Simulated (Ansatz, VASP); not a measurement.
# SrSn3Te4 in VASP and in Ansatz

Contents of INCAR:

```
SYSTEM = SrSn3Te4
PREC     = Accurate       ! precision mode
ENCUT    = 520            ! plane-wave cutoff, eV
EDIFF    = 1E-6           ! SCF threshold, eV
ISMEAR   = 0              ! smearing method
SIGMA    = 0.01           ! smearing width, eV
LREAL    = .FALSE.        ! projectors in reciprocal space
LASPH    = .TRUE.         ! aspherical terms in the spheres
NELM     = 100            ! most SCF steps
ALGO     = Normal         ! electronic algorithm
ISIF     = 2              ! what is computed and relaxed
LWAVE    = .FALSE.        ! write WAVECAR
LCHARG   = .FALSE.        ! write CHGCAR
GGA      = PE             ! functional
NBANDS   = 48             ! bands
```

KPOINTS

```
regular mesh
0
G
  6 6 6
  0 0 0
```

The input POSCAR:

```
SrSn3Te4
1.0
   -3.2319620141      3.2319620141      6.4872445836
    3.2319620141     -3.2319620141      6.4872445836
    3.2319620141      3.2319620141     -6.4872445836
Sn Te Sr
3 4 1
Direct
    0.7500000000      0.2500000000      0.5000000000
    0.0000000000      0.0000000000      0.0000000000
    0.2500000000      0.7500000000      0.5000000000
    0.5000000000      0.0000000000      0.5000000000
    0.7560007259      0.7560007259      0.0000000000
    0.0000000000      0.5000000000      0.5000000000
    0.2439992741      0.2439992741      0.0000000000
    0.5000000000      0.5000000000      0.0000000000
```

Input for Ansatz:

```yaml
crystal:
  lattice:
    - [-3.2319620141, 3.2319620141, 6.4872445836]
    - [3.2319620141, -3.2319620141, 6.4872445836]
    - [3.2319620141, 3.2319620141, -6.4872445836]
  atoms:
    - { symbol: Sn, position: [0.75, 0.25, 0.5] }
    - { symbol: Te, position: [0.5, 0.0, 0.5] }
    - { symbol: Sn, position: [0.0, 0.0, 0.0] }
    - { symbol: Te, position: [0.7560007259, 0.7560007259, 0.0] }
    - { symbol: Sn, position: [0.25, 0.75, 0.5] }
    - { symbol: Te, position: [0.0, 0.5, 0.5] }
    - { symbol: Sr, position: [0.5, 0.5, 0.0] }
    - { symbol: Te, position: [0.2439992741, 0.2439992741, 0.0] }
kpoints:
  mp_grid: { grid: [6, 6, 6] }
  band_path:
    path:
      - [0.0, 0.0, 0.0]
      - [0.0, 0.0, 0.5]
      - [0.25, 0.25, 0.25]
      - [0.0, 0.5, 0.0]
      - [0.5, 0.5, -0.5]
      - [0.3120514537, 0.6879485463, -0.3120514537]
      - [-0.3120514537, 0.3120514537, 0.3120514537]
      - [-0.1241029073, 0.1241029073, 0.5]
      - [0.5, 0.5, -0.1241029073]
    npoints: 1
hamiltonian:
  xc: pbe
scf:
  occupations: { method: fixed }
  n_extra_bands: 6
output:
  forces: true
  stress: true
  eigenvalues: true
```

Alike in both runs: task single point; functional PBE; k mesh 6 × 6 × 6; no spin polarisation.

|  | VASP | Ansatz |
| --- | --- | --- |
| version | VASP 6.6.1 | Ansatz 0.2.0 |
| potentials or method | VASP PAW PBE potentials, release 64 (Sn_d, Te, Sr_sv) | plane waves, PAW |
| plane-wave cutoff (eV) | 520 | 420 |
| occupations | gaussian, width 0.01 eV | fixed |
| valence electrons in the cell | 76 | 116 |

```tsv
	VASP	Ansatz	Ansatz less VASP
gap on the k mesh at the Fermi level (eV)	0.33	0.33	-0.001
pressure (GPa)	0.6	0.6	-0.01
rms of the force components (eV/Å)	0.001	0.003	+0.0018
```

VASP's potentials hold 76 valence electrons a cell and Ansatz's 116, so a difference there can come from the potentials and not from the codes.

Spin-orbit coupling is off throughout.
